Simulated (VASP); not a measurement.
# AlN (Fm-3m) in VASP: a series of runs, part 2 of 2

VASP 6.6.1. Earlier steps stand in the parts before.

**3. G0W0 quasiparticle levels, PBE**

This run uses another cell than the first one, of 7.98 Å³/atom.

Contents of POSCAR:

```
AlN
1.0
    0.0000000000      1.9986797676      1.9986797676
    1.9986797676      0.0000000000      1.9986797676
    1.9986797676      1.9986797676      0.0000000000
Al N
1 1
Direct
    0.0000000000      0.0000000000      0.0000000000
    0.5000000000      0.5000000000      0.5000000000
```

Contents of INCAR.step1:

```
PREC = Accurate
ENCUT = 500
EDIFF = 1E-8
ISMEAR = 0
SIGMA = 0.01
LREAL = False
LASPH = True
NELM = 80
ALGO = Normal
LWAVE = True
LCHARG = False
GGA = PE
```

Contents of INCAR.step2:

```
PREC = Accurate
ENCUT = 500
EDIFF = 1E-8
ISMEAR = 0
SIGMA = 0.01
LREAL = False
LASPH = True
NELM = 1
ALGO = Exact
LWAVE = True
LCHARG = False
GGA = PE
NBANDS = 70
LOPTICS = True
ISTART = 1
```

Contents of INCAR.step3:

```
PREC = Accurate
ENCUT = 500
EDIFF = 1E-8
ISMEAR = 0
SIGMA = 0.01
LREAL = False
LASPH = True
ALGO = EVGW0
LWAVE = False
LCHARG = False
GGA = PE
NELMGW = 1
NBANDS = 70
ENCUTGW = 150.0
NOMEGA = 96
PRECFOCK = Fast
ISTART = 1
NBANDSGW = 12
OMEGAMAX = 20
```

Contents of KPOINTS:

```
Automatic mesh
0
Gamma
  6 6 6
```

Potentials or basis: VASP PAW PBE potentials, release 64 (Al_GW, N_GW).

Run with:

```
$ cat potpaw_PBE.64/Al_GW/POTCAR potpaw_PBE.64/N_GW/POTCAR > POTCAR
$ cp INCAR.step1 INCAR
$ mpirun -np 1 vasp_std > vasp.out
$ cp INCAR.step2 INCAR
$ mpirun -np 1 vasp_std > vasp.out
$ cp INCAR.step3 INCAR
$ mpirun -np 1 vasp_std > vasp.out
```

OUTCAR:

```text
PREC = Accurate
   ENCUT = 500
   EDIFF = 1E-8
   ISMEAR = 0
   LREAL = False
   LASPH = True
   GGA = PE
   NELMGW = 1
   ENCUTGW = 150.0
   PRECFOCK = Fast
   ISTART = 1

 ion  position               nearest neighbor table
   1  0.000  0.000  0.000-   2 2.00   2 2.00   2 2.00   2 2.00   2 2.00   2 2.00
   2  0.500  0.500  0.500-   1 2.00   1 2.00   1 2.00   1 2.00   1 2.00   1 2.00

  LATTYP: Found a face centered cubic cell.
 ALAT       =     3.9973595352

  Lattice vectors:

 A1 = (   0.0000000000,   1.9986797676,   1.9986797676)
 A2 = (   1.9986797676,   0.0000000000,   1.9986797676)
 A3 = (   1.9986797676,   1.9986797676,   0.0000000000)

Analysis of symmetry for initial positions (statically):
=====================================================================
 Subroutine PRICEL returns:
 Original cell was already a primitive cell.

 Routine SETGRP: Setting up the symmetry group for a
 face centered cubic supercell.

 Subroutine GETGRP returns: Found 48 space group operations
 (whereof 48 operations were pure point group operations)
 out of a pool of 48 trial point group operations.

The static configuration has the point symmetry O_h .

Analysis of symmetry for dynamics (positions and initial velocities):
=====================================================================
 Subroutine PRICEL returns:
 Original cell was already a primitive cell.

 Routine SETGRP: Setting up the symmetry group for a
 face centered cubic supercell.

 Subroutine GETGRP returns: Found 48 space group operations
 (whereof 48 operations were pure point group operations)
[... 112 lines left out ...]
     AMIX     =   0.40;   BMIX     =  1.00
     AMIX_MAG =   1.60;   BMIX_MAG =  1.00
  volume/ion in A,a.u.               =       7.98        53.88
  Fermi-wavevector in a.u.,A,eV,Ry     =   1.300224  2.457068 23.001781  1.690583
  Thomas-Fermi vector in A             =   2.431437
   LORBIT       =      0    0 simple, 1 ext, 2 COOP (PROOUT), +10 PAW based schemes
   GGA     = PE    functional components
   LHFCALC =     T    Hartree Fock is set to
   PRECFOCK=fast      Normal, Fast or Accurate (Low or Medium for compatibility)
   ENCUT4O =  -1.0   cutoff for four orbital integrals eV
   NKREDX  =     1    reduce k-point grid by
   NKREDY  =     1    reduce k-point grid by
   NKREDZ  =     1    reduce k-point grid by
   AEXX    =    1.0000 exact exchange contribution
   HFSCREEN=    0.0000 screening length (either q_TF or 0.3 A-1)
   HFSCREENC=   0.0000 screening length for correlation (either q_TF or 0.3 A-1)
   ENCUTFOCK=  -1.0 apply spherical cutoff to Coloumb kernel
   IVDW    =     0    specifies the selected vdW correction
   LEPSILON=     F    determine dielectric tensor
   LRPA    =     F    only Hartree local field effects (RPA)
   LRPAFORCE           =     F    calculate RPA forces
   ENCUTGW             = 150.0    cutoff for response function in eV
   ENCUTGWSOFT         = 120.0    soft cutoff for Coulomb kernel in GW response function in eV
   ENCUTLF             =  -1.0    cutoff for local field effects
   NELMGW              =     1    number of iterations in solving QP/BSE equation
   NELMHF              =     1    number of iterations in the inner HF iteration
   NKREDLFX            =     1    NKREDLFY  =   1   NKREDLFZ  =   1
 non-spin polarized calculation
 Gauss-broadening in eV      SIGMA  =   0.01
  energy-cutoff  :      500.00
  volume of cell :       15.97
 maximum number of plane-waves:       419
 NGX is ok and might be reduce to    24
  NGX = 12; NGY = 12; NGZ = 12
   NGX = 11   NGY = 11   NGZ = 11
 maximum number of plane-waves:        72

 QP shifts <psi_nk| G(iteration)W_0 |psi_nk>: iteration 1
 for sc-GW calculations column KS-energies equals QP-energies in previous step
 and V_xc(KS)=  KS-energies - (<T + V_ion + V_H > + <T+V_H+V_ion>^1  + <V_x>^1)

 k-point   1 :       0.0000    0.0000    0.0000
  band No.  KS-energies  QP-energies   sigma(KS)   V_xc(KS)     V^pw_x(r,r')   Z            occupation Imag(sigma)

      1      -8.7896     -10.4363     -16.9381     -14.7217     -25.0507       0.7430       2.0000       1.3228
      2       9.0799       8.3563     -18.4156     -17.5128     -21.2469       0.8014       2.0000       0.0314
      3       9.0799       8.3563     -18.4156     -17.5128     -21.2469       0.8014       2.0000       0.0314
      4       9.0799       8.3563     -18.4156     -17.5128     -21.2469       0.8014       2.0000       0.0314
      5      15.2649      16.3615     -13.4728     -14.8164      -8.9769       0.8162       0.0000      -0.0479
      6      21.3509      22.2402      -9.7834     -10.8599      -4.6321       0.8262       0.0000      -0.0596
      7      21.3509      22.2402      -9.7834     -10.8599      -4.6321       0.8262       0.0000      -0.0596
      8      21.3509      22.2402      -9.7834     -10.8599      -4.6321       0.8262       0.0000      -0.0596
      9      26.5725      26.8737      -9.3400      -9.7369      -2.7332       0.7586       0.0000      -0.2501
     10      27.1072      28.2690     -10.2733     -11.7047      -4.5804       0.8116       0.0000      -0.1469
     11      27.1072      28.2690     -10.2733     -11.7047      -4.5804       0.8116       0.0000      -0.1469
     12      28.5509      29.5067     -10.0430     -11.3061      -2.8988       0.7567       0.0000      -0.3511
[... 228 lines left out ...]
      1      -4.2322      -5.5262     -18.7532     -17.0633     -26.4171       0.7657       2.0000       0.8332
      2       2.2432       0.9399     -15.5117     -13.8045     -19.6729       0.7634       2.0000       0.0750
      3       4.3893       3.2006     -16.0516     -14.5341     -19.6188       0.7834       2.0000       0.0510
      4       5.3292       4.2473     -16.2857     -14.9182     -19.6027       0.7911       2.0000       0.0441
      5      16.3749      17.4686     -11.4307     -12.7580      -6.8808       0.8240       0.0000      -0.0463
      6      17.4646      18.3556     -11.1783     -12.2565      -6.4721       0.8264       0.0000      -0.0512
      7      22.0444      23.4082     -13.3622     -15.1164      -7.4180       0.7775       0.0000      -0.0868
      8      23.1826      24.3592     -11.1383     -12.6404      -5.1086       0.7833       0.0000      -0.1040
      9      27.6137      28.8128     -11.8762     -13.4534      -4.7064       0.7602       0.0000      -0.3191
     10      31.1302      32.0533     -10.2876     -11.4623      -3.1791       0.7858       0.0000      -0.5323
     11      34.4781      35.7465     -11.1665     -12.7564      -4.1399       0.7977       0.0000      -0.7317
     12      37.2816      38.6817     -11.7418     -13.5147      -3.9370       0.7897       0.0000      -1.0296
```

OUTCAR.step1:

```text
PREC = Accurate
   ENCUT = 500
   EDIFF = 1E-8
   ISMEAR = 0
   LREAL = False
[... 387 lines left out ...]
      0.00000      0.00000      0.00000        -0.000000      0.000000     -0.000000
      1.99868      1.99868      1.99868         0.000000     -0.000000      0.000000
 -----------------------------------------------------------------------------------
    total drift:                               -0.000000     -0.000000      0.000000

  FREE ENERGIE OF THE ION-ELECTRON SYSTEM (eV)
  ---------------------------------------------------
  free  energy   TOTEN  =       -14.5403463226 eV

  energy  without entropy=      -14.5403463226  energy(sigma->0) =      -14.54034632
```

OUTCAR.step2:

```text
PREC = Accurate
   ENCUT = 500
   EDIFF = 1E-8
   ISMEAR = 0
   LREAL = False
[... 849 lines left out ...]
     0.00000     5.32567     5.32567     5.32567    -0.00000    -0.00000    -0.00000
     1.92370     5.50072     5.50072     5.50072    -0.00000    -0.00000    -0.00000
     3.84741     6.15867     6.15867     6.15867    -0.00000    -0.00000     0.00000
     5.77111     8.26907     8.26907     8.26907    -0.00000    -0.00000     0.00000
     7.69482     8.94929     8.94929     8.94929    -0.00000    -0.00000     0.00000
     9.61852   -11.38673   -11.38673   -11.38673    -0.00000     0.00000     0.00000
[... 92 lines left out ...]
   188.52303     0.98015     0.98015     0.98015     0.00000     0.00000     0.00000
   190.44673     0.98057     0.98057     0.98057     0.00000     0.00000     0.00000
```

It took 1.8 min on 1 thread of AMD EPYC 9R45 (Zen 5), shared host; peak memory 0.27 GiB.

What came out:

- Quasiparticle gap: 6.57 eV
- Least direct quasiparticle gap: 8.01 eV
- Band gap of the starting levels on the mesh: 4.95 eV
- Least direct gap of the starting levels on the mesh: 6.18 eV

Caveat: the k points lie up to 0.45 Å⁻¹ apart; the cutoff is under 1.25 times the usual one of these potentials, so pressure, stress and relaxed cells hold a basis-set (Pulay) error; bands, screening cutoff and mesh are small and nothing is extrapolated, so the quasiparticle values aren't converged; the structure was generated, so it needn't be the stable form of AlN.
